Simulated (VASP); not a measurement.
# Ga2H (P4_2/mnm) in VASP: single point with PBE

Aim: the single point of Ga2H with PBE.

Program: VASP 6.6.1. These are calculated values, not measurements. Logs are shortened: lines on timing, memory, paths and dates and some standing lists are left out, and cuts for length are marked.

### 1 The cell of the first run

Symmetry: P4_2/mnm, No. 136, tetragonal system. Conventional cell: a = 5.770 Å, b = 5.770 Å, c = 2.778 Å, α = 90.00°, β = 90.00°, γ = 90.00°. Within 2.4 Å of Ga (site symmetry m2m) lie 1 H at 1.78 Å. H (site symmetry mmm) has 2 Ga at 1.78 Å within 2.4 Å.

### 2 Single point, PBE

Input file INCAR:

```
  PREC = Accurate
  ENCUT = 520
  EDIFF = 1E-6
  ISMEAR = 0
  SIGMA = 0.1
  LREAL = False
  LASPH = True
  NELM = 80
  ALGO = Normal
  ISIF = 2
  LWAVE = False
  LCHARG = True
  GGA = PE
  LELF = True
  LVHAR = True
  NBANDS = 36
```

Input file KPOINTS:

```
Automatic mesh
0
Gamma
  8 8 12
```

Input file POSCAR:

```
Ga2H
1.0
    5.7701939724      0.0000000000      0.0000000000
    0.0000000000      5.7701939724      0.0000000000
    0.0000000000      0.0000000000      2.7780756446
Ga H
4 2
Direct
    0.2180211477      0.2180211477      0.0000000000
    0.2819788523      0.7180211477      0.5000000000
    0.7819788523      0.7819788523      0.0000000000
    0.7180211477      0.2819788523      0.5000000000
    0.0000000000      0.0000000000      0.0000000000
    0.5000000000      0.5000000000      0.5000000000
```

Potentials or basis: VASP PAW PBE potentials, release 64 (Ga_d, H).

The run is started by

```console
> cat potpaw_PBE.64/Ga_d/POTCAR potpaw_PBE.64/H/POTCAR > POTCAR
> mpirun -np 1 vasp_std > vasp.out
```

OUTCAR:

```text
PREC = Accurate
   ENCUT = 520
   EDIFF = 1E-6
   ISMEAR = 0
   LREAL = False
   LASPH = True
   NELM = 80
   ISIF = 2
   GGA = PE

 ion  position               nearest neighbor table
   1  0.218  0.218  0.000-   5 1.78
   2  0.282  0.718  0.500-   6 1.78
   3  0.782  0.782  0.000-   5 1.78
   4  0.718  0.282  0.500-   6 1.78
   5  0.000  0.000  0.000-   1 1.78   3 1.78
   6  0.500  0.500  0.500-   2 1.78   4 1.78

  LATTYP: Found a simple tetragonal cell.
 ALAT       =     5.7701939724
 C/A-ratio  =     0.4814527307

  Lattice vectors:

 A1 = (   5.7701939724,   0.0000000000,   0.0000000000)
 A2 = (   0.0000000000,   5.7701939724,   0.0000000000)
 A3 = (   0.0000000000,   0.0000000000,   2.7780756446)

Analysis of symmetry for initial positions (statically):
=====================================================================
 Subroutine PRICEL returns:
 Original cell was already a primitive cell.

 Routine SETGRP: Setting up the symmetry group for a
 simple tetragonal supercell.

 Subroutine GETGRP returns: Found 16 space group operations
 (whereof  8 operations were pure point group operations)
 out of a pool of 16 trial point group operations.

The static configuration has the point symmetry D_2h.
 The point group associated with its full space group is D_4h.

Analysis of symmetry for dynamics (positions and initial velocities):
=====================================================================
 Subroutine PRICEL returns:
 Original cell was already a primitive cell.

 Routine SETGRP: Setting up the symmetry group for a
 simple tetragonal supercell.

 Subroutine GETGRP returns: Found 16 space group operations
 (whereof  8 operations were pure point group operations)
 out of a pool of 16 trial point group operations.

The dynamic configuration has the point symmetry D_2h.
 The point group associated with its full space group is D_4h.

 Subroutine INISYM returns: Found 16 space group operations
 (whereof  8 operations are pure point group operations),
 and found     1 'primitive' translations

----------------------------------------------------------------------------------------

                                     Primitive cell
[... 97 lines left out ...]
   ENCUT  =  520.0 eV  38.22 Ry    6.18 a.u.  10.73 10.73  5.17*2*pi/ulx,y,z
   NELM   =     80;   NELMIN=  2; NELMDL= -5     # of ELM steps
   EDIFF  = 0.1E-05   stopping-criterion for ELM
   LREAL  =      F    real-space projection
   EDIFFG = 0.1E-04   stopping-criterion for IOM
   NSW    =      0    number of steps for IOM
   IBRION =     -1    ionic relax: 0-MD 1-quasi-New 2-CG
   NFREE  =      0    steps in history (QN), initial steepest desc. (CG)
   ISIF   =      2    stress and relaxation
   ISYM   =      2    0-nonsym 1-usesym 2-fastsym
   POTIM  = 0.5000    time-step for ionic-motion
   TEBEG  =    0.0;   TEEND  =   0.0 temperature during run
   PSTRESS=    0.0 pullay stress
   NELECT =      54.0000    total number of electrons
   NUPDOWN=      -1.0000    fix difference up-down
   EMIN   =  10.00;   EMAX   =-10.00  energy-range for DOS
   EFERMI =   0.00;   METHOD = LEGACY
   ISMEAR =     0;   SIGMA  =   0.10  broadening in eV -4-tet -1-fermi 0-gaus
   EFERMI_NEDOS =   21; number of points for ismear=-14 and -15
   IALGO  =     38    algorithm
   IMIX   =      4    mixing-type and parameters
     AMIX     =   0.40;   BMIX     =  1.00
     AMIX_MAG =   1.60;   BMIX_MAG =  1.00
  volume/ion in A,a.u.               =      15.42       104.03
  Fermi-wavevector in a.u.,A,eV,Ry     =   1.368247  2.585612 25.471459  1.872099
  Thomas-Fermi vector in A             =   2.494228
   LORBIT       =      0    0 simple, 1 ext, 2 COOP (PROOUT), +10 PAW based schemes
   GGA     = PE    functional components
   LHFCALC =     F    Hartree Fock is set to
   AEXX    =    0.0000 exact exchange contribution
   IVDW    =     0    specifies the selected vdW correction
   LEPSILON=     F    determine dielectric tensor
   LRPA    =     F    only Hartree local field effects (RPA)
 non-spin polarized calculation
 Gauss-broadening in eV      SIGMA  =   0.10
  energy-cutoff  :      520.00
  volume of cell :       92.50
 maximum number of plane-waves:      2516
 NGX is ok and might be reduce to    48
   NGX = 21   NGY = 21   NGZ = 11

 number of electron      54.0000014 magnetization

 Free energy of the ion-electron system (eV)
  ---------------------------------------------------
  ext. energy  EPLUGINS =         0.00000000
  ---------------------------------------------------
  free energy    TOTEN  =       -16.61726297 eV

  energy without entropy =      -16.60775474  energy(sigma->0) =      -16.61250886

 E-fermi :   4.1331     XC(G=0): -10.3040

 val. band max:        4.1288332670   @ k =   0.3750   0.1250   0.5000
 cond. band min:       4.1502449772   @ k =   0.2500   0.1250   0.4167
 fundamental gap:      0.0214117102
 Fermi energy:         4.1330864679

 k-point     1 :       0.0000    0.0000    0.0000
  band No.  band energies     occupation
      1     -10.8794      2.00000
      2     -10.8490      2.00000
      3     -10.8293      2.00000
      4     -10.8293      2.00000
      5     -10.7956      2.00000
      6     -10.7488      2.00000
[... 925 lines left out ...]
     35      12.1267      0.00000
     36      12.1267      0.00000

 [... further k-points ...]

------------------------ aborting loop because EDIFF is reached ----------------------------------------

  FORCE on cell =-STRESS in cart. coord.  units (eV):
  Direction    XX          YY          ZZ          XY          YZ          ZX
  --------------------------------------------------------------------------------------
  -------------------------------------------------------------------------------------
  Total       -0.0158024     -0.0158024     -0.0101600      0.0000000      0.0000000      0.0000000
  in kB       -0.2737210     -0.2737210     -0.1759857      0.0000000      0.0000000      0.0000000
  external PRESSURE =      -0.2411426 kB  Pullay stress =       0.0000000 kB

 VOLUME and BASIS-vectors are now :
 -----------------------------------------------------------------------------
  energy-cutoff  :      520.00
  volume of cell :       92.50
      direct lattice vectors                 reciprocal lattice vectors
     5.770193972  0.000000000  0.000000000     0.173304399  0.000000000  0.000000000
     0.000000000  5.770193972  0.000000000     0.000000000  0.173304399  0.000000000
     0.000000000  0.000000000  2.778075645     0.000000000  0.000000000  0.359961401

 POSITION                                       TOTAL-FORCE (eV/Angst)
 -----------------------------------------------------------------------------------
      1.25802      1.25802      0.00000         0.004517      0.004517     -0.000000
      1.62707      4.14312      1.38904        -0.004517      0.004517     -0.000000
      4.51217      4.51217      0.00000        -0.004517     -0.004517      0.000000
      4.14312      1.62707      1.38904         0.004517     -0.004517      0.000000
      0.00000      0.00000      0.00000         0.000000     -0.000000      0.000000
      2.88510      2.88510      1.38904         0.000000     -0.000000      0.000000
 -----------------------------------------------------------------------------------
    total drift:                                0.000000     -0.000000      0.000000

  FREE ENERGIE OF THE ION-ELECTRON SYSTEM (eV)
  ---------------------------------------------------
  free  energy   TOTEN  =       -16.6172629748 eV

  energy  without entropy=      -16.6077547355  energy(sigma->0) =      -16.61250886
```

OSZICAR:

```text
N       E                     dE             d eps       ncg     rms          rms(c)
DAV:   1     0.376036891667E+03    0.37604E+03   -0.25648E+04  7664   0.264E+03
DAV:   2     0.322161166162E+02   -0.34382E+03   -0.33520E+03  7800   0.535E+02
DAV:   3    -0.156432315069E+02   -0.47859E+02   -0.47073E+02  8612   0.151E+02
DAV:   4    -0.173268645773E+02   -0.16836E+01   -0.16734E+01  8820   0.302E+01
DAV:   5    -0.173600331215E+02   -0.33169E-01   -0.33150E-01  9128   0.458E+00    0.420E+00
DAV:   6    -0.167121299355E+02    0.64790E+00   -0.77734E-01  9872   0.753E+00    0.194E+00
DAV:   7    -0.166094074607E+02    0.10272E+00   -0.82907E-01  8376   0.399E+00    0.428E-01
DAV:   8    -0.166167771897E+02   -0.73697E-02   -0.15585E-01  8136   0.242E+00    0.292E-01
DAV:   9    -0.166171703201E+02   -0.39313E-03   -0.59626E-03  9856   0.454E-01    0.125E-01
DAV:  10    -0.166172555353E+02   -0.85215E-04   -0.56540E-04  8952   0.197E-01    0.152E-02
DAV:  11    -0.166172630349E+02   -0.74996E-05   -0.90563E-05  8868   0.929E-02    0.799E-03
DAV:  12    -0.166172628985E+02    0.13637E-06   -0.20042E-05  8636   0.410E-02    0.219E-03
DAV:  13    -0.166172629748E+02   -0.76338E-07   -0.24831E-06  6252   0.116E-02
   1 F= -.16617263E+02 E0= -.16612509E+02  d E =-.950824E-02
```

It took 4 min on 1 thread of Intel Xeon Platinum 8259CL at 2.50GHz (Skylake/Cascade Lake), shared host; peak memory 0.4 GiB.

Results:

```
Free energy            : -16.6173 eV
Pressure               : 0.0 GPa
Largest force          : 0.006 eV/Å
Band gap on the k mesh : zero (bands 27 and 28 overlap by 4.48 eV)
```

Forces on the atoms (eV/Å):
```
Ga   0.005  0.005  0.000
Ga  -0.005  0.005  0.000
Ga  -0.005 -0.005  0.000
Ga   0.005 -0.005  0.000
H    0.000  0.000  0.000
H    0.000  0.000  0.000
```

Levels at points of the mesh, in eV from the Fermi level:
| k point | band 24 | band 25 | band 26 | band 27 | band 28 | band 29 | band 30 | band 31 |
| --- | --- | --- | --- | --- | --- | --- | --- | --- |
| (0.00, 0.00, 0.00) | -6.40 | -3.43 | -2.55 | -1.30 | -0.87 | -0.87 | 7.10 | 7.10 |
| (0.50, 0.00, 0.00) | -5.50 | -4.25 | -4.25 | 0.17 | 0.17 | 3.60 | 3.60 | 4.69 |
| (0.50, 0.50, 0.00) | -7.60 | -1.19 | -1.19 | 1.02 | 1.02 | 1.80 | 1.80 | 2.81 |
| (0.00, 0.00, 0.50) | -2.21 | -2.04 | -2.04 | -1.01 | -1.01 | 1.66 | 1.66 | 2.10 |
| (0.50, 0.00, 0.50) | -3.74 | -0.62 | -0.62 | -0.58 | -0.58 | -0.18 | -0.18 | 2.42 |
| (0.50, 0.50, 0.50) | -2.87 | -2.61 | -2.61 | -2.33 | -2.33 | 2.22 | 2.22 | 4.92 |
